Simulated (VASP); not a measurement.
# Cr2O3 (R-3c) in VASP: single point with PBE

Aim: the single point of Cr2O3 with PBE.

All numbers are computed with VASP 6.6.1; they aren't measurements. Logs are shortened: lines on timing, memory, paths and dates and some standing lists are left out, and cuts for length are marked.

### Step 1. The cell of the first run

Symmetry: R-3c, No. 167, trigonal system. Conventional cell: a = 5.030 Å, b = 5.030 Å, c = 13.605 Å, α = 90.00°, β = 90.00°, γ = 120.00°. Cr (site symmetry 3) has 6 O at 1.98 to 2.04 Å within 2.6 Å. Within 2.9 Å of O (site symmetry 2) lie 4 Cr at 1.98 to 2.04 Å and 8 O at 2.63 to 2.87 Å.

### Step 2. Single point, PBE, collinear spin, antiferromagnetic start

INCAR

```
  PREC = Accurate
  ENCUT = 520
  EDIFF = 1E-6
  ISMEAR = 0
  SIGMA = 0.05
  LREAL = False
  LASPH = True
  NELM = 150
  ALGO = Normal
  ISIF = 2
  LWAVE = False
  LCHARG = False
  ISPIN = 2
  MAGMOM = 3 -3 -3 3 0 0 0 0 0 0
  LORBIT = 11
  LMAXMIX = 4
  GGA = PE
  NBANDS = 57
```

KPOINTS

```
regular mesh
0
Gamma
  6 6 6
```

POSCAR

```
Cr2O3
1.0
    2.5150017890      1.4520369599      4.5349651325
   -2.5150017890      1.4520369599      4.5349651325
    0.0000000000     -2.9040739198      4.5349651325
Cr O
4 6
Direct
    0.3501065282      0.3501065282      0.3501065282
    0.1498934718      0.1498934718      0.1498934718
    0.6498934718      0.6498934718      0.6498934718
    0.8501065282      0.8501065282      0.8501065282
    0.5515020646      0.9484979354      0.2500000000
    0.2500000000      0.5515020646      0.9484979354
    0.9484979354      0.2500000000      0.5515020646
    0.4484979354      0.0515020646      0.7500000000
    0.7500000000      0.4484979354      0.0515020646
    0.0515020646      0.7500000000      0.4484979354
```

Potentials or basis: VASP PAW PBE potentials, release 64 (Cr_pv, O).

Started as:

```console
> cat potpaw_PBE.64/Cr_pv/POTCAR potpaw_PBE.64/O/POTCAR > POTCAR
> mpirun -np 1 vasp_std > vasp.out
```

OUTCAR:

```text
PREC = Accurate
   ENCUT = 520
   EDIFF = 1E-6
   ISMEAR = 0
   LREAL = False
   LASPH = True
   NELM = 150
   ISIF = 2
   ISPIN = 2
   LORBIT = 11
   GGA = PE

 ion  position               nearest neighbor table
   1  0.350  0.350  0.350-  10 1.98   8 1.98   9 1.98   5 2.04   7 2.04   6 2.04   2 2.72   3 2.94
                             3 2.94   3 2.94
   2  0.150  0.150  0.150-   9 1.98   8 1.98  10 1.98   5 2.04   7 2.04   6 2.04   1 2.72   4 2.94
                             4 2.94   4 2.94
   3  0.650  0.650  0.650-   7 1.98   5 1.98   6 1.98   8 2.04   9 2.04  10 2.04   4 2.72   1 2.94
                             1 2.94   1 2.94
   4  0.850  0.850  0.850-   6 1.98   5 1.98   7 1.98   8 2.04   9 2.04  10 2.04   3 2.72   2 2.94
                             2 2.94   2 2.94
   5  0.552  0.948  0.250-   3 1.98   4 1.98   1 2.04   2 2.04
   6  0.250  0.552  0.948-   4 1.98   3 1.98   1 2.04   2 2.04
   7  0.948  0.250  0.552-   3 1.98   4 1.98   1 2.04   2 2.04
   8  0.448  0.052  0.750-   1 1.98   2 1.98   3 2.04   4 2.04
   9  0.750  0.448  0.052-   2 1.98   1 1.98   3 2.04   4 2.04
  10  0.052  0.750  0.448-   1 1.98   2 1.98   3 2.04   4 2.04

  LATTYP: Found a trigonal (rhomboedric) cell.
 ALAT       =     5.3851234048
 COS(alpha) =     0.5637702580

  Lattice vectors:

 A1 = (   2.5150017890,   1.4520369599,   4.5349651325)
 A2 = (  -2.5150017890,   1.4520369599,   4.5349651325)
 A3 = (   0.0000000000,  -2.9040739198,   4.5349651325)

Analysis of symmetry for initial positions (statically):
=====================================================================
 Subroutine PRICEL returns:
 Original cell was already a primitive cell.

 Routine SETGRP: Setting up the symmetry group for a
 trigonal (rhombohedral) supercell.

 Subroutine GETGRP returns: Found 12 space group operations
 (whereof  6 operations were pure point group operations)
 out of a pool of 12 trial point group operations.

The static configuration has the point symmetry S_6 .
 The point group associated with its full space group is D_3d.

Analysis of symmetry for dynamics (positions and initial velocities):
=====================================================================
 Subroutine PRICEL returns:
 Original cell was already a primitive cell.

 Routine SETGRP: Setting up the symmetry group for a
 trigonal (rhombohedral) supercell.

 Subroutine GETGRP returns: Found 12 space group operations
 (whereof  6 operations were pure point group operations)
 out of a pool of 12 trial point group operations.

[... 181 lines left out ...]

 E-fermi :   6.7070     XC(G=0): -11.9385

 val. band max:        6.4433427913   @ k =  -0.1667   0.1667   0.0000
 cond. band min:       8.0385881778   @ k =   0.3333   0.3333   0.0000
 fundamental gap:      1.5952453865
 Fermi energy:         6.7069999119

 spin component 1

 k-point     1 :       0.0000    0.0000    0.0000
  band No.  band energies     occupation
      1     -37.7476      1.00000
      2     -37.7476      1.00000
      3     -37.7338      1.00000
      4     -37.7338      1.00000
      5     -37.7159      1.00000
      6     -37.6980      1.00000
[... 1357 lines left out ...]
     53      10.0207      0.00000
     54      10.1431      0.00000

 [... further k-points ...]

 spin component 2

 k-point     1 :       0.0000    0.0000    0.0000
  band No.  band energies     occupation
      1     -37.7476      1.00000
      2     -37.7476      1.00000
      3     -37.7338      1.00000
      4     -37.7338      1.00000
      5     -37.7159      1.00000
      6     -37.6980      1.00000
[... 1357 lines left out ...]
     53      10.0207      0.00000
     54      10.1431      0.00000

 [... further k-points ...]

 [bands above 54 left out]

------------------------ aborting loop because EDIFF is reached ----------------------------------------

  FORCE on cell =-STRESS in cart. coord.  units (eV):
  Direction    XX          YY          ZZ          XY          YZ          ZX
  --------------------------------------------------------------------------------------
  -------------------------------------------------------------------------------------
  Total       -1.9878292     -1.9878292     -1.2641609      0.0000000      0.0000000     -0.0000000
  in kB      -32.0515088    -32.0515088    -20.3831711      0.0000000      0.0000000     -0.0000000
  external PRESSURE =     -28.1620629 kB  Pullay stress =       0.0000000 kB

 VOLUME and BASIS-vectors are now :
 -----------------------------------------------------------------------------
  energy-cutoff  :      520.00
  volume of cell :       99.37
      direct lattice vectors                 reciprocal lattice vectors
     2.515001789  1.452036960  4.534965132     0.198807016  0.114781284  0.073502954
    -2.515001789  1.452036960  4.534965132    -0.198807016  0.114781284  0.073502954
     0.000000000 -2.904073920  4.534965132     0.000000000 -0.229562568  0.073502954

 POSITION                                       TOTAL-FORCE (eV/Angst)
 -----------------------------------------------------------------------------------
      0.00000      0.00000      4.76316         0.000000     -0.000000     -0.502611
      0.00000      0.00000      2.03929         0.000000     -0.000000      0.502611
      0.00000      0.00000      8.84173         0.000000     -0.000000      0.502611
      0.00000      0.00000     11.56561         0.000000     -0.000000     -0.502611
     -0.99845      1.45204      7.93619         0.270187     -0.000000      0.000000
     -0.75828     -1.59070      7.93619        -0.135093      0.233988     -0.000000
      1.75672      0.13866      7.93619        -0.135093     -0.233988     -0.000000
      0.99845     -1.45204      5.66871        -0.270187     -0.000000      0.000000
      0.75828      1.59070      5.66871         0.135093     -0.233988     -0.000000
     -1.75672     -0.13866      5.66871         0.135093      0.233988     -0.000000
 -----------------------------------------------------------------------------------
    total drift:                               -0.000000      0.000000      0.000000

  FREE ENERGIE OF THE ION-ELECTRON SYSTEM (eV)
  ---------------------------------------------------
  free  energy   TOTEN  =       -87.6700242387 eV

  energy  without entropy=      -87.6700242387  energy(sigma->0) =      -87.67002424

 total charge

# of ion       s       p       d       tot
------------------------------------------
    1        0.286   6.328   4.054  10.669
    2        0.286   6.328   4.054  10.669
    3        0.286   6.328   4.054  10.669
    4        0.286   6.328   4.054  10.669
    5        1.557   3.484   0.000   5.041
    6        1.557   3.484   0.000   5.041
    7        1.557   3.484   0.000   5.041
    8        1.557   3.484   0.000   5.041
    9        1.557   3.484   0.000   5.041
   10        1.557   3.484   0.000   5.041
--------------------------------------------------
tot         10.487  46.217  16.217  72.921

 magnetization (x)

# of ion       s       p       d       tot
------------------------------------------
    1        0.017   0.028   2.652   2.696
    2       -0.017  -0.028  -2.652  -2.696
    3       -0.017  -0.028  -2.652  -2.696
    4        0.017   0.028   2.652   2.696
    5        0.000   0.000   0.000   0.000
    6        0.000   0.000   0.000   0.000
    7        0.000   0.000   0.000   0.000
    8        0.000   0.000   0.000   0.000
    9        0.000   0.000   0.000   0.000
   10        0.000   0.000   0.000   0.000
--------------------------------------------------
tot          0.000   0.000   0.000   0.000
```

OSZICAR:

```text
N       E                     dE             d eps       ncg     rms          rms(c)
DAV:   1     0.117196571426E+04    0.11720E+04   -0.45819E+04  7448   0.170E+03
DAV:   2     0.276718622739E+02   -0.11443E+04   -0.10574E+04  7714   0.523E+02
DAV:   3    -0.101317430007E+03   -0.12899E+03   -0.12496E+03  7994   0.183E+02
DAV:   4    -0.105696508702E+03   -0.43791E+01   -0.43396E+01  8167   0.323E+01
DAV:   5    -0.105799848311E+03   -0.10334E+00   -0.10311E+00  9597   0.467E+00    0.423E+01
DAV:   6    -0.902550754990E+02    0.15545E+02   -0.11902E+02  8923   0.734E+01    0.280E+01
DAV:   7    -0.877990830367E+02    0.24560E+01   -0.24147E+01  8356   0.486E+01    0.173E+01
DAV:   8    -0.877715459044E+02    0.27537E-01   -0.28648E+00  7672   0.861E+00    0.954E+00
DAV:   9    -0.878212750842E+02   -0.49729E-01   -0.11427E+00  8776   0.938E+00    0.421E+00
DAV:  10    -0.876957637172E+02    0.12551E+00   -0.30335E-01  7949   0.493E+00    0.166E+00
DAV:  11    -0.876715408672E+02    0.24223E-01   -0.10056E-01  9709   0.210E+00    0.587E-01
DAV:  12    -0.876707590395E+02    0.78183E-03   -0.71665E-03  7888   0.478E-01    0.331E-01
DAV:  13    -0.876700279250E+02    0.73111E-03   -0.16107E-03  8525   0.317E-01    0.114E-01
DAV:  14    -0.876700165080E+02    0.11417E-04   -0.43766E-04  9112   0.971E-02    0.402E-02
DAV:  15    -0.876700214421E+02   -0.49341E-05   -0.37273E-05  9773   0.277E-02    0.250E-02
DAV:  16    -0.876700256062E+02   -0.41640E-05   -0.20752E-05  8064   0.388E-02    0.154E-02
DAV:  17    -0.876700240570E+02    0.15492E-05   -0.63267E-06  7891   0.222E-02    0.499E-03
DAV:  18    -0.876700242387E+02   -0.18175E-06   -0.77369E-07  4048   0.520E-03
   1 F= -.87670024E+02 E0= -.87670024E+02  d E =-.659770E-15  mag=    -0.0000
```

Run time: 17 min. Hardware: 1 thread of Intel Xeon 8259CL, shared host; peak memory 0.41 GiB.

Results:

```
Free energy                                           : -87.6700 eV
Pressure                                              : -2.8 GPa
Largest force                                         : 0.503 eV/Å
Band gap on the k mesh                                : 1.60 eV (least direct gap 1.65 eV)
Net moment                                            : 0.00 μB per cell
Site moments                                          : Cr +2.70, -2.70 (each value once); O +0.00 μB
Valence electrons inside the program's atomic spheres : Cr 10.67; O 5.04
```

Forces in eV/Å, atoms in the order of the input:
```
Cr   0.000  0.000 -0.503
Cr   0.000  0.000  0.503
Cr   0.000  0.000  0.503
Cr   0.000  0.000 -0.503
O    0.270  0.000  0.000
O   -0.135  0.234  0.000
O   -0.135 -0.234  0.000
O   -0.270  0.000  0.000
O    0.135 -0.234  0.000
O    0.135  0.234  0.000
```

A k mesh can miss the band edges.
